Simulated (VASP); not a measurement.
Set up this calculation in VASP 6.6.1, as the native input.

* Task: single point
* Functional: PBE
* Potentials or basis: VASP PAW PBE potentials, release 64 (Ca_sv, O)
* Cutoff: 520 eV
* k mesh: 4 × 4 × 4
* Occupations: gaussian, width 0.1 eV
* Spin: no spin polarisation
* Dipole correction: no
* Further INCAR settings: ALGO = Normal; EDIFF = 1e-07; NBANDS = 42

The structure of CaO lies in POSCAR:

```
CaO
1.0
    0.0000000000      0.0000000000      4.7707447463
   -3.9691723819      3.9691723819      2.3853723731
   -3.9691723819     -3.9691723819      2.3853723731
Ca O
4 4
Direct
    0.3522690957      0.5000000000      0.7954618086
    0.6477309043      0.5000000000      0.2045381914
    0.1477309043      0.2045381914      0.5000000000
    0.8522690957      0.7954618086      0.5000000000
    0.6466242085      0.2067515830      0.5000000000
    0.3533757915      0.7932484170      0.5000000000
    0.8533757915      0.5000000000      0.7932484170
    0.1466242085      0.5000000000      0.2067515830
```

The input as run:

INCAR

```
SYSTEM = CaO
  PREC = Accurate
  ENCUT = 520
  EDIFF = 1E-7
  ISMEAR = 0
  SIGMA = 0.1
  LREAL = .False.
  LASPH = .True.
  NELM = 60
  ALGO = Normal
  ISIF = 2
  LWAVE = .False.
  LCHARG = .True.
  GGA = PE
  LELF = .True.
  LVHAR = .True.
  NBANDS = 42
```

KPOINTS

```
regular mesh
0
Gamma
  4 4 4
  0 0 0
```

Potentials or basis: VASP PAW PBE potentials, release 64 (Ca_sv, O).

Launch:

```bash
$ cat potpaw_PBE.64/Ca_sv/POTCAR potpaw_PBE.64/O/POTCAR > POTCAR
$ mpirun -np 1 vasp_std > vasp.out
```

It gave:

The pressure is 0.4 GPa, the largest force is 0.011 eV/Å and the band gap on the k mesh is 2.35 eV.

Wall time 59 s on 1 thread of Intel(R) Xeon(R) 6975P-C (Granite Rapids), with other jobs on the host, peak memory 0.29 GiB.
